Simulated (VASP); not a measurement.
**SrCl2: single point with PBE**

The system is SrCl2.

```xyz
3
Lattice="0.0000 3.5067 3.5067 3.5067 0.0000 3.5067 3.5067 3.5067 0.0000" Properties=species:S:1:pos:R:3 pbc="T T T"
Sr    0.0000    0.0000    0.0000
Cl    1.7533    1.7533    1.7533
Cl    5.2600    5.2600    5.2600
```

```json
{
 "Program": "VASP 6.6.1",
 "Task": "single point",
 "Functional": "PBE",
 "Potentials or basis": "VASP PAW PBE potentials, release 64 (Sr_sv, Cl)",
 "Cutoff": "520 eV",
 "k mesh": "6 × 6 × 6",
 "Occupations": "fermi-dirac, width 0.1 eV",
 "Spin": "no spin polarisation",
 "Dipole correction": "no",
 "Further INCAR settings": "ALGO = Normal; EDIFF = 1e-06; NBANDS = 19"
}
```

- Pressure: 0.5 GPa
- Band gap on the k mesh: 5.28 eV, indirect (least direct gap 5.51 eV)

Levels at points of the mesh, in eV from the valence-band top:
| k point | band 10 | band 11 | band 12 | band 13 | band 14 | band 15 |
| --- | --- | --- | --- | --- | --- | --- |
| (0.00, 0.00, 0.00) | -0.33 | -0.33 | -0.33 | 5.28 | 6.10 | 6.10 |
| (0.50, 0.00, 0.00) | -1.29 | -1.03 | -1.03 | 6.70 | 6.70 | 7.45 |
| (0.50, 0.50, 0.00) | -0.39 | -0.39 | 0.00 | 5.51 | 7.00 | 7.56 |

Wall time 30 s on 1 thread of Intel(R) Xeon(R) Platinum 8259CL CPU @ 2.50GHz (Skylake/Cascade Lake), with other jobs on the host, peak memory 0.24 GiB.

A k mesh can miss the band edges.
